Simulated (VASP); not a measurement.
The system is VSi2 (d3).

```xyz
9
Lattice="4.5348 0.0000 0.0000 -2.2674 3.9273 0.0000 0.0000 0.0000 6.3189" Properties=species:S:1:pos:R:3 pbc="T T T"
V    -1.1337    1.9636    1.0532
V     1.1337    1.9636    5.2658
V     2.2674    0.0000    3.1595
Si    2.2674    2.6509    3.1595
Si   -1.1621    3.2891    5.2658
Si    1.1621    3.2891    1.0532
Si    0.0000    1.2763    3.1595
Si    3.4295    0.6382    5.2658
Si    1.1053    0.6382    1.0532
```

```yaml
Program: VASP 6.6.1
Task: relaxation of cell and atoms
Functional: PBE
Dispersion: D3(BJ)
Potentials_or_basis: VASP PAW PBE potentials, release 64 (V_sv, Si)
Cutoff: 600 eV
k_mesh: 9 × 9 × 6
Occupations: gaussian, width 0.1 eV
Spin: no spin polarisation
```

At the start: pressure -3.6 GPa; volume 12.50 Å³/atom.

Task: Where does the relaxation end?

Result: Over 8 steps the energy falls by 3.1 meV/atom and the volume is 12.25 Å³/atom (-2.0 %); space group P6_222 (No. 180, to 0.05 Å).

The path:
```csv
step,energy change (eV),largest force (eV/Å),pressure (GPa),volume (Å³)
1,0.0000,0.0529,-3.64,112.54
2,0.0021,0.0503,4.28,107.97
3,-0.0271,0.0521,0.10,110.26
4,-0.0282,0.0186,0.01,110.25
5,-0.0282,0.0190,0.01,110.25
6,-0.0282,0.0197,0.00,110.25
7,-0.0283,0.0034,0.04,110.25
8,-0.0283,0.0017,0.02,110.25
```

Final structure:
```xyz
9
Lattice="4.4969 0.0000 0.0000 -2.2485 3.8945 0.0000 0.0000 0.0000 6.2951" Properties=species:S:1:pos:R:3 pbc="T T T"
V    -1.1242    1.9472    1.0492
V     1.1242    1.9472    5.2460
V     2.2485    0.0000    3.1476
Si    2.2485    2.6243    3.1476
Si   -1.1485    3.2594    5.2460
Si    1.1485    3.2594    1.0492
Si    0.0000    1.2702    3.1476
Si    3.3969    0.6351    5.2460
Si    1.1000    0.6351    1.0492
```

Caveat: pairwise dispersion overbinds metals, which lowers pressure and volume.
